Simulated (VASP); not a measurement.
Set up this calculation in VASP 6.6.1, as the native input.

| Item | Value |
| --- | --- |
| Task | single point |
| Functional | PBEsol |
| Potentials or basis | VASP PAW PBE potentials, release 64 (Bi_d) |
| Cutoff | 520 eV |
| k mesh | 7 × 7 × 7 |
| Occupations | fermi-dirac, width 0.05 eV |
| Spin | non-collinear spin, zero start, spin-orbit coupling |
| Starting moments | [[0.0, 0.0, 0.0], [0.0, 0.0, 0.0]] μB |
| Dipole correction | no |
| Further INCAR settings | ALGO = Fast; EDIFF = 1e-06; NBANDS = 42 |

The structure of Bi lies in POSCAR:

```
Bi
1.0
    2.2675000000      1.3091417354      3.9380000000
   -2.2675000000      1.3091417354      3.9380000000
    0.0000000000     -2.6182834708      3.9380000000
Bi
2
Direct
    0.7660000000      0.7660000000      0.7660000000
    0.2340000000      0.2340000000      0.2340000000
```

The input as run:

INCAR

```
SYSTEM = Bi
  PREC = Accurate
  ENCUT = 520
  EDIFF = 1E-6
  ISMEAR = -1
  SIGMA = 0.05
  LREAL = .FALSE.
  LASPH = .TRUE.
  NELM = 150
  ALGO = Fast
  ISIF = 2
  LWAVE = .FALSE.
  LCHARG = .TRUE.
  MAGMOM = 0 0 0 0 0 0
  LORBIT = 11
  LSORBIT = .TRUE.
  GGA_COMPAT = .FALSE.
  LORBMOM = .TRUE.
  GGA = PS
  LVHAR = .TRUE.
  NBANDS = 42
```

KPOINTS

```
Automatic mesh
0
G
  7 7 7
  0 0 0
```

Potentials or basis: VASP PAW PBE potentials, release 64 (Bi_d).

Launch:

```bash
$ cat potpaw_PBE.64/Bi_d/POTCAR > POTCAR
$ mpirun -np 1 vasp_ncl > vasp.out
```

It gave:

| Item | Value |
| --- | --- |
| Pressure | 0.5 GPa |
| Largest force | 0.106 eV/Å |
| Net moment | 0.00 μB per cell |
| Valence electrons inside the program's atomic spheres | Bi 12.80 |

Caveat: the PAW data sets were made with another functional, which shifts forces and pressure a little.

Wall time 7.8 min on 1 thread of Oxide Virtual Turin-like Processor (shared host), peak memory 0.44 GiB.
